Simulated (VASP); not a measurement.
Write the native input for VASP 6.6.1 that does the following.

* Task: relaxation of cell and atoms
* Functional: r2SCAN
* Potentials or basis: VASP PAW PBE potentials, release 64 (Lu)
* Cutoff: 600 eV
* k mesh: 6 × 6 × 6
* Occupations: gaussian, width 0.05 eV
* Spin: no spin polarisation
* Dipole correction: no
* Further INCAR settings: ALGO = Normal; EDIFF = 1e-06; IBRION = 2; EDIFFG = -0.03; NSW = 80; ISIF = 3

The system is Lu.

```
CELL_PARAMETERS angstrom
1.94500 1.94500 1.94500
-1.94500 1.94500 1.94500
-1.94500 -1.94500 1.94500
ATOMIC_POSITIONS crystal
Lu 0.00000 0.00000 0.00000
```

The input as run:

POSCAR

```
Lu
1.0
    1.9450000000      1.9450000000      1.9450000000
   -1.9450000000      1.9450000000      1.9450000000
   -1.9450000000     -1.9450000000      1.9450000000
Lu
1
Direct
    0.0000000000      0.0000000000      0.0000000000
```

INCAR.step1

```
  ALGO = Normal
  EDIFF = 1E-4
  ENCUT = 600
  GGA = PE
  ISMEAR = 0
  LASPH = T
  LCHARG = F
  LREAL = F
  LWAVE = T
  NELM = 100
  PREC = Accurate
  SIGMA = 0.05
```

INCAR.step2

```
  ALGO = Normal
  EDIFF = 1E-6
  EDIFFG = -0.03
  ENCUT = 600
  IBRION = 2
  ISIF = 3
  ISMEAR = 0
  ISTART = 1
  LASPH = T
  LCHARG = F
  LMIXTAU = T
  LREAL = F
  LWAVE = F
  METAGGA = R2SCAN
  NELM = 100
  NSW = 80
  PREC = Accurate
  SIGMA = 0.05
```

KPOINTS

```
k-points
0
Gamma
  6 6 6
```

Potentials or basis: VASP PAW PBE potentials, release 64 (Lu).

The run is started by

```sh
$ cat potpaw_PBE.64/Lu/POTCAR > POTCAR
$ cp INCAR.step1 INCAR
$ mpirun -np 1 vasp_std > vasp.out
$ cp INCAR.step2 INCAR
$ mpirun -np 1 vasp_std > vasp.out
```

Results of the run:

The relaxed volume is 29.85 Å³/atom. The relaxed cell is a = 3.385 Å, b = 3.385 Å, c = 3.385 Å, α = 70.53°, β = 109.47°, γ = 70.53°, the space group after relaxing (to 0.05 Å) is Im-3m (No. 229) and the energy gained by relaxing is 1.3 meV/atom. The ionic steps are 2. The pressure after relaxing is 0.1 GPa.

Caveat: the k points lie up to 0.38 Å⁻¹ apart in the final cell; the PAW data sets were made with another functional, which shifts forces and pressure a little.

Wall time 67 s on 1 thread of Intel Xeon 6975P-C, with other jobs on the host, peak memory 0.18 GiB.
